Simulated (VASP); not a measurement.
Input of a VASP 6.6.1 run:

The input INCAR:

```
SYSTEM = SiC
PREC = Accurate ; ENCUT = 520
EDIFF = 1E-6 ; ISMEAR = 0
SIGMA = 0.01 ; LREAL = .False.
LASPH = .True. ; NELM = 80
ALGO = Normal ; ISIF = 2
LWAVE = .False. ; LCHARG = .False.
GGA = PE ; NBANDS = 11
```

KPOINTS

```
regular mesh
0
Gamma
  7 7 7
  0 0 0
```

File POSCAR:

```
SiC
1.0
    0.0000000000      2.2217363401      2.2217363401
    2.2217363401      0.0000000000      2.2217363401
    2.2217363401      2.2217363401      0.0000000000
Si C
1 1
Direct
    0.0000000000      0.0000000000      0.0000000000
    0.2500000000      0.2500000000      0.2500000000
```

Potentials or basis: VASP PAW PBE potentials, release 64 (Si, C).

Command:

```sh
$ cat potpaw_PBE.64/Si/POTCAR potpaw_PBE.64/C/POTCAR > POTCAR
$ mpirun -np 1 vasp_std > vasp.out
```

Problem. What does it give for the band gap on the k mesh?

Solution. 1.63 eV, indirect (least direct gap 4.60 eV).

Problem. What does it give for the pressure?

Solution. -8.5 GPa.

A k mesh can miss the band edges.
